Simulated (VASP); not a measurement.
# PtSe2 (P-3m1) in VASP: further runs

Runs on PtSe2. Level: PBEsol. Tasks: single point.

Everything below comes from runs of VASP 6.6.1. Logs are shortened: lines on timing, memory, paths and dates and some standing lists are left out, and cuts for length are marked.

## (1) The cell of the first run

It takes space group P-3m1 (No. 164, trigonal). The conventional cell has a = 3.570 Å, b = 3.570 Å, c = 4.002 Å, α = 90.00°, β = 90.00°, γ = 120.00°. Pt (site symmetry -3m) has 6 Se at 2.38 Å within 3.1 Å. Se (site symmetry 3m) has 3 Pt at 2.38 Å and 3 Se at 2.61 Å within 3.1 Å.

## (2) Single point, PBEsol

INCAR

```
SYSTEM = PtSe2
ALGO     = Normal         ! electronic algorithm
EDIFF    = 1E-6           ! SCF threshold, eV
ENCUT    = 520            ! plane-wave cutoff, eV
GGA      = PS             ! functional
ISIF     = 2              ! what is computed and relaxed
ISMEAR   = -1             ! smearing method
LASPH    = .TRUE.         ! aspherical terms in the spheres
LCHARG   = .FALSE.        ! write CHGCAR
LREAL    = .FALSE.        ! projectors in reciprocal space
LWAVE    = .FALSE.        ! write WAVECAR
NBANDS   = 18             ! bands
NELM     = 80             ! most SCF steps
PREC     = Accurate       ! precision mode
SIGMA    = 0.15           ! smearing width, eV
```

KPOINTS

```
k-points
0
G
  12 12 8
  0 0 0
```

POSCAR

```
PtSe2
1.0
    3.5703642347      0.0000000000      0.0000000000
   -1.7851821173      3.0920261281      0.0000000000
    0.0000000000      0.0000000000      4.0019109142
Pt Se
1 2
Direct
    0.0000000000      0.0000000000      0.0000000000
    0.3333333333      0.6666666667      0.2994646949
    0.6666666667      0.3333333333      0.7005353051
```

Potentials or basis: VASP PAW PBE potentials, release 64 (Pt, Se).

Launch:

```sh
> cat potpaw_PBE.64/Pt/POTCAR potpaw_PBE.64/Se/POTCAR > POTCAR
> mpirun -np 1 vasp_std > vasp.out
```

OUTCAR:

```text
SYSTEM = PtSe2
   EDIFF = 1E-6
   ENCUT = 520
   GGA = PS
   ISIF = 2
   ISMEAR = -1
   LASPH = .TRUE.
   LREAL = .FALSE.
   NELM = 80
   PREC = Accurate

 ion  position               nearest neighbor table
   1  0.000  0.000  0.000-   2 2.38   3 2.38   3 2.38   2 2.38   3 2.38   2 2.38
   2  0.333  0.667  0.299-   1 2.38   1 2.38   1 2.38   3 2.61   3 2.61   3 2.61
   3  0.667  0.333  0.701-   1 2.38   1 2.38   1 2.38   2 2.61   2 2.61   2 2.61

  LATTYP: Found a hexagonal cell.
 ALAT       =     3.5703642347
 C/A-ratio  =     1.1208690910

  Lattice vectors:

 A1 = (   3.5703642347,   0.0000000000,   0.0000000000)
 A2 = (  -1.7851821173,   3.0920261281,   0.0000000000)
 A3 = (   0.0000000000,   0.0000000000,   4.0019109142)

Analysis of symmetry for initial positions (statically):
=====================================================================
 Subroutine PRICEL returns:
 Original cell was already a primitive cell.

 Routine SETGRP: Setting up the symmetry group for a
 hexagonal supercell.

 Subroutine GETGRP returns: Found 12 space group operations
 (whereof 12 operations were pure point group operations)
 out of a pool of 24 trial point group operations.

The static configuration has the point symmetry D_3d.

Analysis of symmetry for dynamics (positions and initial velocities):
=====================================================================
 Subroutine PRICEL returns:
 Original cell was already a primitive cell.

 Routine SETGRP: Setting up the symmetry group for a
 hexagonal supercell.

 Subroutine GETGRP returns: Found 12 space group operations
 (whereof 12 operations were pure point group operations)
 out of a pool of 24 trial point group operations.

The dynamic configuration has the point symmetry D_3d.

 Subroutine INISYM returns: Found 12 space group operations
 (whereof 12 operations are pure point group operations),
 and found     1 'primitive' translations

----------------------------------------------------------------------------------------

                                     Primitive cell

  volume of cell :      44.1797

  direct lattice vectors                    reciprocal lattice vectors
     3.570364235  0.000000000  0.000000000     0.280083469  0.161706266  0.000000000
    -1.785182117  3.092026128  0.000000000     0.000000000  0.323412532  0.000000000
     0.000000000  0.000000000  4.001910914     0.000000000  0.000000000  0.249880625

  length of vectors
     3.570364235  3.570364235  4.001910914     0.323412532  0.323412532  0.249880625

  position of ions in fractional coordinates (direct lattice)
     0.000000000  0.000000000  0.000000000
     0.333333333  0.666666667  0.299464695
     0.666666667  0.333333333  0.700535305

  ion indices of the primitive-cell ions
   primitive index   ion index
                 1           1
                 2           2
                 3           3

----------------------------------------------------------------------------------------

 KPOINTS: k-points

Automatic generation of k-mesh.
 Grid dimensions read from file:
 generate k-points for:   12   12    8

 Generating k-lattice:

  Cartesian coordinates                     Fractional coordinates (reciprocal lattice)
     0.023340289  0.013475522  0.000000000     0.083333333 -0.000000000  0.000000000
     0.000000000  0.026951044  0.000000000     0.000000000  0.083333333  0.000000000
     0.000000000  0.000000000  0.031235078     0.000000000  0.000000000  0.125000000

  Length of vectors
     0.026951044  0.026951044  0.031235078

  Shift w.r.t. Gamma in fractional coordinates (k-lattice)
     0.000000000  0.000000000  0.000000000

 Subroutine IBZKPT returns following result:
 ===========================================

 Found    131 irreducible k-points:

 Following reciprocal coordinates:
            Coordinates               Weight
  0.000000  0.000000  0.000000      1.000000
  0.083333  0.000000  0.000000      6.000000
  0.166667  0.000000  0.000000      6.000000
  0.250000  0.000000  0.000000      6.000000
  0.333333  0.000000  0.000000      6.000000
  0.416667  0.000000  0.000000      6.000000
[... 16 lines left out ...]
  0.166667  0.000000  0.125000      6.000000
  0.000000  0.166667  0.125000      6.000000
 [... further k-points ...]
   k-points           NKPTS =    131   k-points in BZ     NKDIM =    131   number of bands    NBANDS=     18
   number of dos      NEDOS =    301   number of ions     NIONS =      3
   total plane-waves  NPLWV =  23520
   dimension x,y,z NGX =    28 NGY =   28 NGZ =   30
   dimension x,y,z NGXF=    56 NGYF=   56 NGZF=   60
   ions per type =               1   2
   NGX,Y,Z   is equivalent  to a cutoff of  13.04, 13.04, 12.46 a.u.
   NGXF,Y,Z  is equivalent  to a cutoff of  26.08, 26.08, 24.92 a.u.
 SYSTEM =  PtSe2
   PREC   = accura    normal or accurate (medium, high low for compatibility)
   ISTART =      0    job   : 0-new  1-cont  2-samecut
   ICHARG =      2    charge: 1-file 2-atom 10-const
   ISPIN  =      1    spin polarized calculation?
   LNONCOLLINEAR =      F non collinear calculations
   LSORBIT =      F    spin-orbit coupling
   LASPH  =      T    aspherical Exc in radial PAW
   ENCUT  =  520.0 eV  38.22 Ry    6.18 a.u.   6.64  6.64  7.44*2*pi/ulx,y,z
   NELM   =     80;   NELMIN=  2; NELMDL= -5     # of ELM steps
   EDIFF  = 0.1E-05   stopping-criterion for ELM
   LREAL  =      F    real-space projection
   EDIFFG = 0.1E-04   stopping-criterion for IOM
   NSW    =      0    number of steps for IOM
   IBRION =     -1    ionic relax: 0-MD 1-quasi-New 2-CG
   NFREE  =      0    steps in history (QN), initial steepest desc. (CG)
   ISIF   =      2    stress and relaxation
   ISYM   =      2    0-nonsym 1-usesym 2-fastsym
   POTIM  = 0.5000    time-step for ionic-motion
   TEBEG  =    0.0;   TEEND  =   0.0 temperature during run
   PSTRESS=    0.0 pullay stress
   NELECT =      22.0000    total number of electrons
   NUPDOWN=      -1.0000    fix difference up-down
   EMIN   =  10.00;   EMAX   =-10.00  energy-range for DOS
   EFERMI =   0.00;   METHOD = LEGACY
   ISMEAR =    -1;   SIGMA  =   0.15  broadening in eV -4-tet -1-fermi 0-gaus
   EFERMI_NEDOS =   21; number of points for ismear=-14 and -15
   IALGO  =     38    algorithm
   IMIX   =      4    mixing-type and parameters
     AMIX     =   0.40;   BMIX     =  1.00
     AMIX_MAG =   1.60;   BMIX_MAG =  1.00
  volume/ion in A,a.u.               =      14.73        99.38
  Fermi-wavevector in a.u.,A,eV,Ry     =   1.297602  2.452111 22.909079  1.683770
  Thomas-Fermi vector in A             =   2.428984
   LORBIT       =      0    0 simple, 1 ext, 2 COOP (PROOUT), +10 PAW based schemes
   GGA     = PS    functional components
   LHFCALC =     F    Hartree Fock is set to
   AEXX    =    0.0000 exact exchange contribution
   IVDW    =     0    specifies the selected vdW correction
   LEPSILON=     F    determine dielectric tensor
   LRPA    =     F    only Hartree local field effects (RPA)
 non-spin polarized calculation
  energy-cutoff  :      520.00
  volume of cell :       44.18
 maximum number of plane-waves:      1215
 NGX is ok and might be reduce to    28
   NGX = 13   NGY = 13   NGZ = 15

 number of electron      21.9999998 magnetization

 Free energy of the ion-electron system (eV)
  ---------------------------------------------------
  ext. energy  EPLUGINS =         0.00000000
  ---------------------------------------------------
  free energy    TOTEN  =       -14.25530513 eV

  energy without entropy =      -14.22125188  energy(sigma->0) =      -14.23827851

 E-fermi :  10.8473     XC(G=0): -12.5763

 val. band max:       10.8203776910   @ k =   0.0833   0.0833   0.5000
 cond. band min:      10.8587092338   @ k =   0.0833   0.0833   0.3750
 fundamental gap:      0.0383315428
 Fermi energy:        10.8472578546

 k-point     1 :       0.0000    0.0000    0.0000
  band No.  band energies     occupation
      1      -7.6152      2.00000
      2      -1.1562      2.00000
      3       1.9162      2.00000
      4       2.9167      2.00000
      5       2.9167      2.00000
      6       6.2184      2.00000
[... 10 lines left out ...]
     17      17.9624      0.00000
     18      22.6281      0.00000

 k-point     2 :       0.0833    0.0000    0.0000
  band No.  band energies     occupation
      1      -7.5142      2.00000
      2      -1.3520      2.00000
      3       2.0313      2.00000
      4       2.9812      2.00000
      5       3.1444      2.00000
      6       6.0912      2.00000
[... 10 lines left out ...]
     17      18.1814      0.00000
     18      22.4838      0.00000

 k-point     3 :       0.1667    0.0000    0.0000
  band No.  band energies     occupation
      1      -7.2169      2.00000
      2      -1.8256      2.00000
      3       2.3646      2.00000
      4       3.1680      2.00000
      5       3.6382      2.00000
      6       5.6438      2.00000
[... 10 lines left out ...]
     17      18.7947      0.00000
     18      21.1979      0.00000

 k-point     4 :       0.2500    0.0000    0.0000
  band No.  band energies     occupation
      1      -6.7406      2.00000
      2      -2.4138      2.00000
      3       2.8855      2.00000
      4       3.4571      2.00000
      5       3.6884      2.00000
      6       5.2512      2.00000
[... 375 lines left out ...]
      4       2.9596      2.00000
      5       3.5048      2.00000
      6       5.8529      2.00000
[... 10 lines left out ...]
     17      18.6870      0.00000
     18      21.3115      0.00000

 k-point    23 :       0.1667    0.0000    0.1250
  band No.  band energies     occupation
      1      -7.0854      2.00000
      2      -2.2392      2.00000
      3       2.3484      2.00000
      4       3.3725      2.00000
      5       4.0304      2.00000
      6       5.6051      2.00000
[... 10 lines left out ...]
     17      18.7684      0.00000
     18      20.1471      0.00000

 k-point    24 :       0.0000    0.1667    0.1250
  band No.  band energies     occupation
      1      -7.0970      2.00000
      2      -2.1188      2.00000
      3       2.1940      2.00000
      4       3.0588      2.00000
      5       4.2069      2.00000
      6       5.0447      2.00000
[... 10 lines left out ...]
     17      19.5342      0.00000
     18      20.7950      0.00000

 [... further k-points ...]
[... 5 lines left out ...]
  --------------------------------------------------------------------------------------
  -------------------------------------------------------------------------------------
  Total       13.9759148     13.9759148     13.9372970      0.0000000     -0.0000000      0.0000000
  in kB      506.8363238    506.8363238    505.4358501      0.0000000     -0.0000000      0.0000000
  external PRESSURE =     506.3694992 kB  Pullay stress =       0.0000000 kB

 VOLUME and BASIS-vectors are now :
 -----------------------------------------------------------------------------
  energy-cutoff  :      520.00
  volume of cell :       44.18
      direct lattice vectors                 reciprocal lattice vectors
     3.570364235  0.000000000  0.000000000     0.280083469  0.161706266  0.000000000
    -1.785182117  3.092026128  0.000000000     0.000000000  0.323412532  0.000000000
     0.000000000  0.000000000  4.001910914     0.000000000  0.000000000  0.249880625

 POSITION                                       TOTAL-FORCE (eV/Angst)
 -----------------------------------------------------------------------------------
      0.00000      0.00000      0.00000         0.000000      0.000000      0.000000
     -0.00000      2.06135      1.19843         0.000000      0.000000      0.025235
      1.78518      1.03068      2.80348        -0.000000      0.000000     -0.025235
 -----------------------------------------------------------------------------------
    total drift:                               -0.000000     -0.000000      0.000000

  FREE ENERGIE OF THE ION-ELECTRON SYSTEM (eV)
  ---------------------------------------------------
  free  energy   TOTEN  =       -14.2553051335 eV

  energy  without entropy=      -14.2212518834  energy(sigma->0) =      -14.23827851
```

Wall time 96 s (1 thread of Intel Xeon Platinum 8259CL at 2.50GHz (Skylake/Cascade Lake), shared host); peak memory 0.23 GiB.

Results:

| Item | Value |
| --- | --- |
| Free energy | -14.2553 eV |
| Pressure | 50.6 GPa |
| Largest force | 0.025 eV/Å |
| Band gap on the k mesh | zero (band 11 reaches 11.26 eV, above the bottom of band 12 at 10.51 eV) |

Forces on the atoms (eV/Å):
```
Pt   0.000  0.000  0.000
Se   0.000  0.000  0.025
Se   0.000  0.000 -0.025
```

Caveat: the PAW data sets were made with another functional, which shifts forces and pressure a little; spin-orbit coupling is left out, which moves the levels of the heavy elements.

## (3) Single point, PBEsol

This run uses another cell than the first one, of 18.73 Å³/atom, 1.272 times its volume.

INCAR

```
ALGO = Normal
EDIFF = 1E-7
ENCUT = 520
GGA = PS
ISIF = 2
ISMEAR = -1
LASPH = True
LCHARG = False
LREAL = False
LWAVE = False
NBANDS = 18
NELM = 80
PREC = Accurate
SIGMA = 0.15
```

KPOINTS

```
k-points
0
Gamma
  12 12 8
```

POSCAR

```
PtSe2
1.0
    3.7373003777      0.0000000000      0.0000000000
   -1.8686501888      3.2365970687      0.0000000000
    0.0000000000      0.0000000000      4.6460077327
Pt Se
1 2
Direct
    0.0000000000      0.0000000000      0.0000000000
    0.3333333333      0.6666666667      0.2718926336
    0.6666666667      0.3333333333      0.7281073664
```

Potentials or basis: VASP PAW PBE potentials, release 64 (Pt, Se).

Launch:

```sh
> cat potpaw_PBE.64/Pt/POTCAR potpaw_PBE.64/Se/POTCAR > POTCAR
> mpirun -np 1 vasp_std > vasp.out
```

OUTCAR:

```text
EDIFF = 1E-7
   ENCUT = 520
   GGA = PS
   ISIF = 2
   ISMEAR = -1
   LASPH = True
   LREAL = False
   NELM = 80
   PREC = Accurate

 ion  position               nearest neighbor table
   1  0.000  0.000  0.000-   2 2.50   3 2.50   3 2.50   2 2.50   3 2.50   2 2.50
   2  0.333  0.667  0.272-   1 2.50   1 2.50   1 2.50
   3  0.667  0.333  0.728-   1 2.50   1 2.50   1 2.50

  LATTYP: Found a hexagonal cell.
 ALAT       =     3.7373003777
 C/A-ratio  =     1.2431453892

  Lattice vectors:

 A1 = (   3.7373003777,   0.0000000000,   0.0000000000)
[... 674 lines left out ...]
      5       1.4118      2.00000
      6       2.6017      2.00000
[... 10 lines left out ...]
     17      15.9389      0.00000
     18      16.0230      0.00000

 [... further k-points ...]
[... 5 lines left out ...]
  --------------------------------------------------------------------------------------
  -------------------------------------------------------------------------------------
  Total        1.4484101      1.4484101      1.4296124      0.0000000     -0.0000000      0.0000000
  in kB       41.2929164     41.2929164     40.7570092      0.0000000     -0.0000000      0.0000000
  external PRESSURE =      41.1142806 kB  Pullay stress =       0.0000000 kB

 VOLUME and BASIS-vectors are now :
 -----------------------------------------------------------------------------
  energy-cutoff  :      520.00
  volume of cell :       56.20
      direct lattice vectors                 reciprocal lattice vectors
     3.737300378  0.000000000  0.000000000     0.267572820  0.154483239  0.000000000
    -1.868650189  3.236597069  0.000000000     0.000000000  0.308966479  0.000000000
     0.000000000  0.000000000  4.646007733     0.000000000  0.000000000  0.215238557

 POSITION                                       TOTAL-FORCE (eV/Angst)
 -----------------------------------------------------------------------------------
      0.00000      0.00000      0.00000         0.000000      0.000000      0.000000
     -0.00000      2.15773      1.26322        -0.000000      0.000000      0.017489
      1.86865      1.07887      3.38279         0.000000     -0.000000     -0.017489
 -----------------------------------------------------------------------------------
    total drift:                               -0.000000      0.000000      0.000000

  FREE ENERGIE OF THE ION-ELECTRON SYSTEM (eV)
  ---------------------------------------------------
  free  energy   TOTEN  =       -15.8969187348 eV

  energy  without entropy=      -15.8381309731  energy(sigma->0) =      -15.86752485
```

OSZICAR:

```text
N       E                     dE             d eps       ncg     rms          rms(c)
DAV:   1     0.109976108328E+03    0.10998E+03   -0.10202E+04  4740   0.109E+03
DAV:   2    -0.115498487995E+02   -0.12153E+03   -0.11764E+03  5790   0.216E+02
DAV:   3    -0.166316611390E+02   -0.50818E+01   -0.50414E+01  5712   0.436E+01
DAV:   4    -0.166675997820E+02   -0.35939E-01   -0.35922E-01  5902   0.402E+00
DAV:   5    -0.166679197613E+02   -0.31998E-03   -0.31997E-03  5608   0.370E-01    0.133E+01
DAV:   6    -0.161188436198E+02    0.54908E+00   -0.41816E+00  4878   0.179E+01    0.809E+00
DAV:   7    -0.159230355304E+02    0.19581E+00   -0.76294E-01  4836   0.854E+00    0.408E+00
DAV:   8    -0.158993000729E+02    0.23735E-01   -0.51485E-02  5186   0.158E+00    0.780E-01
DAV:   9    -0.158969134224E+02    0.23867E-02   -0.58756E-03  5162   0.706E-01    0.192E-01
DAV:  10    -0.158969219163E+02   -0.84940E-05   -0.93951E-04  5242   0.193E-01    0.371E-02
DAV:  11    -0.158969189438E+02    0.29726E-05   -0.51239E-05  5832   0.558E-02    0.233E-02
DAV:  12    -0.158969188745E+02    0.69278E-07   -0.25550E-06  5560   0.113E-02    0.639E-03
DAV:  13    -0.158969187593E+02    0.11518E-06   -0.58828E-07  5576   0.496E-03    0.148E-03
DAV:  14    -0.158969187348E+02    0.24511E-07   -0.38799E-08  2788   0.147E-03
   1 F= -.15896919E+02 E0= -.15867525E+02  d E =-.587878E-01
```

Wall time 3 min (1 thread of AMD EPYC 7R43 (Zen 3), shared host); peak memory 0.23 GiB.

Results:

- Free energy: -15.8969 eV
- Pressure: 4.1 GPa
- Largest force: 0.017 eV/Å
- Band gap on the k mesh: zero (band 11 reaches 8.23 eV, above the bottom of band 12 at 7.24 eV)

Forces in eV/Å, atoms in the order of the input:
```
Pt   0.000  0.000  0.000
Se   0.000  0.000  0.017
Se   0.000  0.000 -0.017
```

Levels at points of the mesh, in eV from the Fermi level:
```csv
k point,band 7,band 8,band 9,band 10,band 11,band 12,band 13,band 14,band 15,band 16
"(0.00, 0.00, 0.00)",-3.87,-2.46,-0.97,-0.97,0.99,0.99,1.02,3.07,4.37,7.24
"(0.50, 0.00, 0.00)",-4.00,-3.62,-3.36,-3.30,-2.96,0.54,2.84,5.29,6.28,7.05
"(0.00, 0.00, 0.50)",-3.94,-2.96,-1.87,-1.87,-1.64,2.59,2.59,5.06,6.48,6.48
"(0.50, 0.00, 0.50)",-3.40,-3.39,-3.10,-2.57,-1.01,0.52,1.65,4.90,5.37,8.01
```

Caveat: the PAW data sets were made with another functional, which shifts forces and pressure a little; spin-orbit coupling is left out, which moves the levels of the heavy elements.
